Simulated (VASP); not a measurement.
# CaO (Fm-3m) in VASP: single point with LDA

Aim: the single point of CaO with LDA.

Everything below comes from runs of VASP 6.6.1. Logs are shortened: lines on timing, memory, paths and dates and some standing lists are left out, and cuts for length are marked.

## (1) The cell of the first run

The structure is cubic, space group Fm-3m (No. 225). The conventional cell has a = 4.907 Å, b = 4.907 Å, c = 4.907 Å, α = 90.00°, β = 90.00°, γ = 90.00°. Within 3.2 Å of Ca (site symmetry m-3m) lie 6 O at 2.45 Å. O (site symmetry m-3m) has 6 Ca at 2.45 Å within 3.2 Å.

## (2) Single point, LDA

File INCAR:

```
SYSTEM = CaO
PREC = Accurate
ENCUT = 600
EDIFF = 1E-6
ISMEAR = 0
SIGMA = 0.02
LREAL = .FALSE.
LASPH = .TRUE.
NELM = 120
ALGO = Normal
ISIF = 2
LWAVE = .FALSE.
LCHARG = .FALSE.
GGA = CA
NBANDS = 15
GGA_COMPAT = .FALSE.
```

File KPOINTS:

```
Automatic mesh
0
G
  8 8 8
  0 0 0
```

File POSCAR:

```
CaO
1.0
    0.0000000000      2.4535000000      2.4535000000
    2.4535000000      0.0000000000      2.4535000000
    2.4535000000      2.4535000000      0.0000000000
Ca O
1 1
Direct
    0.0000000000      0.0000000000      0.0000000000
    0.5000000000      0.5000000000      0.5000000000
```

Potentials or basis: VASP PAW LDA potentials, release 64 (Ca_sv, O).

Launch:

```
$ cat potpaw_LDA.64/Ca_sv/POTCAR potpaw_LDA.64/O/POTCAR > POTCAR
$ mpirun -np 1 vasp_std > vasp.out
```

OUTCAR:

```text
SYSTEM = CaO
   PREC = Accurate
   ENCUT = 600
   EDIFF = 1E-6
   ISMEAR = 0
   LREAL = .FALSE.
   LASPH = .TRUE.
   NELM = 120
   ISIF = 2
   GGA = CA

 ion  position               nearest neighbor table
   1  0.000  0.000  0.000-   2 2.45   2 2.45   2 2.45   2 2.45   2 2.45   2 2.45
   2  0.500  0.500  0.500-   1 2.45   1 2.45   1 2.45   1 2.45   1 2.45   1 2.45

  LATTYP: Found a face centered cubic cell.
 ALAT       =     4.9070000000

  Lattice vectors:

 A1 = (   0.0000000000,   2.4535000000,   2.4535000000)
 A2 = (   2.4535000000,   0.0000000000,   2.4535000000)
 A3 = (   2.4535000000,   2.4535000000,   0.0000000000)

Analysis of symmetry for initial positions (statically):
=====================================================================
 Subroutine PRICEL returns:
 Original cell was already a primitive cell.

 Routine SETGRP: Setting up the symmetry group for a
 face centered cubic supercell.

 Subroutine GETGRP returns: Found 48 space group operations
 (whereof 48 operations were pure point group operations)
 out of a pool of 48 trial point group operations.

The static configuration has the point symmetry O_h .

Analysis of symmetry for dynamics (positions and initial velocities):
=====================================================================
 Subroutine PRICEL returns:
 Original cell was already a primitive cell.

 Routine SETGRP: Setting up the symmetry group for a
 face centered cubic supercell.

 Subroutine GETGRP returns: Found 48 space group operations
 (whereof 48 operations were pure point group operations)
 out of a pool of 48 trial point group operations.

The dynamic configuration has the point symmetry O_h .

 Subroutine INISYM returns: Found 48 space group operations
 (whereof 48 operations are pure point group operations),
 and found     1 'primitive' translations

----------------------------------------------------------------------------------------

                                     Primitive cell

  volume of cell :      29.5385

  direct lattice vectors                    reciprocal lattice vectors
     0.000000000  2.453500000  2.453500000    -0.203790503  0.203790503  0.203790503
     2.453500000  0.000000000  2.453500000     0.203790503 -0.203790503  0.203790503
     2.453500000  2.453500000  0.000000000     0.203790503  0.203790503 -0.203790503

  length of vectors
     3.469772975  3.469772975  3.469772975     0.352975506  0.352975506  0.352975506

  position of ions in fractional coordinates (direct lattice)
     0.000000000  0.000000000  0.000000000
     0.500000000  0.500000000  0.500000000

  ion indices of the primitive-cell ions
   primitive index   ion index
                 1           1
                 2           2

----------------------------------------------------------------------------------------
[... 87 lines left out ...]
   IALGO  =     38    algorithm
   IMIX   =      4    mixing-type and parameters
     AMIX     =   0.40;   BMIX     =  1.00
     AMIX_MAG =   1.60;   BMIX_MAG =  1.00
  volume/ion in A,a.u.               =      14.77        99.67
  Fermi-wavevector in a.u.,A,eV,Ry     =   1.334501  2.521840 24.230504  1.780892
  Thomas-Fermi vector in A             =   2.463277
   LORBIT       =      0    0 simple, 1 ext, 2 COOP (PROOUT), +10 PAW based schemes
   GGA     = CA    functional components
   LHFCALC =     F    Hartree Fock is set to
   AEXX    =    0.0000 exact exchange contribution
   IVDW    =     0    specifies the selected vdW correction
   LEPSILON=     F    determine dielectric tensor
   LRPA    =     F    only Hartree local field effects (RPA)
 non-spin polarized calculation
 Gauss-broadening in eV      SIGMA  =   0.02
  energy-cutoff  :      600.00
  volume of cell :       29.54
 maximum number of plane-waves:       995
   NGX = 13   NGY = 13   NGZ = 13

 number of electron      16.0000005 magnetization

 Free energy of the ion-electron system (eV)
  ---------------------------------------------------
  ext. energy  EPLUGINS =         0.00000000
  ---------------------------------------------------
  free energy    TOTEN  =       -14.09533459 eV

  energy without entropy =      -14.09533459  energy(sigma->0) =      -14.09533459

 E-fermi :   1.8636     XC(G=0): -10.7279

 val. band max:        1.6662558014   @ k =   0.0000   0.0000   0.0000
 cond. band min:       5.1467414137   @ k =   0.5000   0.5000   0.0000
 fundamental gap:      3.4804856123
 Fermi energy:         1.8636021471

 k-point     1 :       0.0000    0.0000    0.0000
  band No.  band energies     occupation
      1     -35.6474      2.00000
      2     -16.7372      2.00000
      3     -16.7372      2.00000
      4     -16.7372      2.00000
      5     -13.4226      2.00000
      6       1.6663      2.00000
      7       1.6663      2.00000
      8       1.6663      2.00000
      9       5.7483      0.00000
     10       7.6255      0.00000
     11       7.6255      0.00000
     12       7.6255      0.00000
     13       9.0764      0.00000
     14       9.0764      0.00000
[... 401 lines left out ...]
      2     -17.4604      2.00000
      3     -16.9435      2.00000
      4     -16.8458      2.00000
      5     -12.6359      2.00000
      6      -0.3395      2.00000
      7       0.5760      2.00000
      8       0.6736      2.00000
      9       8.0709      0.00000
     10       8.1333      0.00000
     11      10.0287      0.00000
     12      10.1116      0.00000
     13      11.3901      0.00000
     14      12.9035      0.00000
     15      14.5177      0.00000

 [... further k-points ...]

------------------------ aborting loop because EDIFF is reached ----------------------------------------

  FORCE on cell =-STRESS in cart. coord.  units (eV):
  Direction    XX          YY          ZZ          XY          YZ          ZX
  --------------------------------------------------------------------------------------
  -------------------------------------------------------------------------------------
  Total       -2.1590430     -2.1590430     -2.1590430      0.0000000      0.0000000     -0.0000000
  in kB     -117.1072230   -117.1072230   -117.1072230      0.0000000      0.0000000     -0.0000000
  external PRESSURE =    -117.1072230 kB  Pullay stress =       0.0000000 kB

 VOLUME and BASIS-vectors are now :
 -----------------------------------------------------------------------------
  energy-cutoff  :      600.00
  volume of cell :       29.54
      direct lattice vectors                 reciprocal lattice vectors
     0.000000000  2.453500000  2.453500000    -0.203790503  0.203790503  0.203790503
     2.453500000  0.000000000  2.453500000     0.203790503 -0.203790503  0.203790503
     2.453500000  2.453500000  0.000000000     0.203790503  0.203790503 -0.203790503

 POSITION                                       TOTAL-FORCE (eV/Angst)
 -----------------------------------------------------------------------------------
      0.00000      0.00000      0.00000         0.000000      0.000000      0.000000
      2.45350      2.45350      2.45350        -0.000000     -0.000000     -0.000000
 -----------------------------------------------------------------------------------
    total drift:                                0.000000      0.000000      0.000000

  FREE ENERGIE OF THE ION-ELECTRON SYSTEM (eV)
  ---------------------------------------------------
  free  energy   TOTEN  =       -14.0953345857 eV

  energy  without entropy=      -14.0953345857  energy(sigma->0) =      -14.09533459
```

OSZICAR:

```text
N       E                     dE             d eps       ncg     rms          rms(c)
DAV:   1     0.134059912337E+03    0.13406E+03   -0.87887E+03   870   0.118E+03
DAV:   2    -0.947832319068E+01   -0.14354E+03   -0.13349E+03  1052   0.302E+02
DAV:   3    -0.156220794614E+02   -0.61438E+01   -0.60885E+01  1059   0.639E+01
DAV:   4    -0.157929234318E+02   -0.17084E+00   -0.17076E+00  1232   0.985E+00
DAV:   5    -0.157939378154E+02   -0.10144E-02   -0.10144E-02  1031   0.771E-01    0.843E+00
DAV:   6    -0.142695868957E+02    0.15244E+01   -0.51884E+00   948   0.213E+01    0.395E+00
DAV:   7    -0.141317282961E+02    0.13786E+00   -0.45617E-01   968   0.676E+00    0.184E+00
DAV:   8    -0.140959367774E+02    0.35792E-01   -0.83357E-02  1073   0.302E+00    0.347E-01
DAV:   9    -0.140952235176E+02    0.71326E-03   -0.37638E-03   969   0.479E-01    0.108E-01
DAV:  10    -0.140953609681E+02   -0.13745E-03   -0.27720E-04  1109   0.181E-01    0.556E-02
DAV:  11    -0.140953347443E+02    0.26224E-04   -0.36436E-05  1097   0.636E-02    0.670E-03
DAV:  12    -0.140953345857E+02    0.15866E-06   -0.44910E-06  1159   0.208E-02
   1 F= -.14095335E+02 E0= -.14095335E+02  d E =-.343294E-46
```

stdout:

```text
POSCAR found type information on POSCAR CaO
 POSCAR found :  2 types and       2 ions
 scaLAPACK will be used
 LDA part: xc-table for (Slater(with rela. corr.)+CA(PZ))
 , standard interpolation
 POSCAR, INCAR and KPOINTS ok, starting setup
 FFT: planning ... GRIDC
 FFT: planning ... GRID_SOFT
 FFT: planning ... GRID
 WAVECAR not read
 entering main loop
```

Run time: 9.9 s. Hardware: 1 thread of Intel Xeon 8259CL, shared host; peak memory 0.12 GiB.

What came out:

```
Free energy            : -14.0953 eV
Pressure               : -11.7 GPa
Band gap on the k mesh : 3.48 eV (least direct gap 3.87 eV)
```

Levels at points of the mesh, in eV from the valence-band top:
| k point | band 4 | band 5 | band 6 | band 7 | band 8 | band 9 | band 10 | band 11 | band 12 | band 13 |
| --- | --- | --- | --- | --- | --- | --- | --- | --- | --- | --- |
| (0.00, 0.00, 0.00) | -18.40 | -15.09 | 0.00 | 0.00 | 0.00 | 4.08 | 5.96 | 5.96 | 5.96 | 7.41 |
| (0.50, 0.00, 0.00) | -18.45 | -14.07 | -2.56 | -1.11 | -1.11 | 6.67 | 7.86 | 7.97 | 7.97 | 9.92 |
| (0.50, 0.50, 0.00) | -18.60 | -14.84 | -1.33 | -0.39 | -0.39 | 3.48 | 7.56 | 8.52 | 9.12 | 9.12 |

Caveat: the cell stands under tension. A k mesh can miss the band edges.
